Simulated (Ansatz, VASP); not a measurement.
Two plane-wave programs on ZnS

```xyz
8
Lattice="3.8467 0.0000 0.0000 -1.9234 3.3314 0.0000 0.0000 0.0000 12.5902" Properties=species:S:1:pos:R:3 pbc="T T T"
Zn    0.0000    0.0000    0.0780
Zn    0.0000    0.0000    6.2184
Zn    0.0000    2.2209    3.2011
Zn    1.9234    1.1105    9.3897
S     0.0000    0.0000    2.0955
S     0.0000    0.0000    8.9156
S     0.0000    2.2209    5.5100
S     1.9234    1.1105   11.8050
```

Change from the starting cell: mode 23 (322.4 1/cm) frozen in, largest displacement +0.263 Å.

Alike in both runs: task single point; functional PBE; k mesh 12 × 12 × 2; occupations gaussian, width 0.05 eV; no spin polarisation.

```csv
,VASP,Ansatz
version,VASP 6.6.1,Ansatz 0.2.0
potentials or method,"VASP PAW PBE potentials, release 64 (Zn, S), cutoff 520 eV","scalar-relativistic, plane waves, PAW"
valence electrons in the cell,72,72
```

Ansatz gave:

- gap on the k mesh at the Fermi level (eV): 1.06
- least direct gap on the mesh (eV): 1.06
- pressure (GPa): 2.1
- traceless stress, the component that is largest in VASP (GPa): 2.94
- rms of the force components (eV/Å): 1.484

Q: Which values does VASP return?

A: gap on the k mesh at the Fermi level (eV): 1.05; least direct gap on the mesh (eV): 1.05; pressure (GPa): 2.2; traceless stress, the component that is largest in VASP (GPa): 2.95; rms of the force components (eV/Å): 1.494.

Atom by atom the forces differ by 0.011 eV/Å (rms over components). The functional is the same, so the differences come from potentials, cutoffs and numerics.
